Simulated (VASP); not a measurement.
# Cd: single point with PBE

The system is Cd.

```
Cd
1.0
    -1.72490    1.72490    1.72490
     1.72490   -1.72490    1.72490
     1.72490    1.72490   -1.72490
Cd
1
Cartesian
  0.0000 0.0000 0.0000
```

This cell differs from its parent crystal: volume scaled by 0.88.

```json
{
 "Program": "VASP 6.6.1",
 "Task": "single point",
 "Functional": "PBE",
 "Potentials or basis": "VASP PAW PBE potentials, release 64 (Cd)",
 "Cutoff": "520 eV",
 "k mesh": "16 × 16 × 16",
 "Occupations": "gaussian, width 0.1 eV",
 "Spin": "no spin polarisation",
 "Dipole correction": "no",
 "Further INCAR settings": "ALGO = Fast; EDIFF = 1e-06; NBANDS = 12"
}
```

```
Pressure               : 7.7 GPa
Band gap on the k mesh : zero (band 6 reaches 6.88 eV, above the bottom of band 7 at 2.60 eV)
```

Levels at points of the mesh, in eV from the Fermi level:
```
           k point  band 2  band 3  band 4  band 5  band 6  band 7  band 8  band 9  band 10  band 11
(0.00, 0.00, 0.00)   -9.59   -9.59   -9.44   -8.86   -8.86   15.70   15.70   15.70    17.22    17.22
(0.50, 0.00, 0.00)   -9.97   -8.89   -8.82   -8.35   -2.50   -0.89    9.73   10.20    14.13    14.94
(0.50, 0.50, 0.50)  -10.18   -8.48   -8.48   -8.48    3.39    3.39    3.39    6.36     8.25     8.25
```

It took 11 s on 1 thread of Intel(R) Xeon(R) 6975P-C (Granite Rapids), on a shared host, peak memory 0.16 GiB.
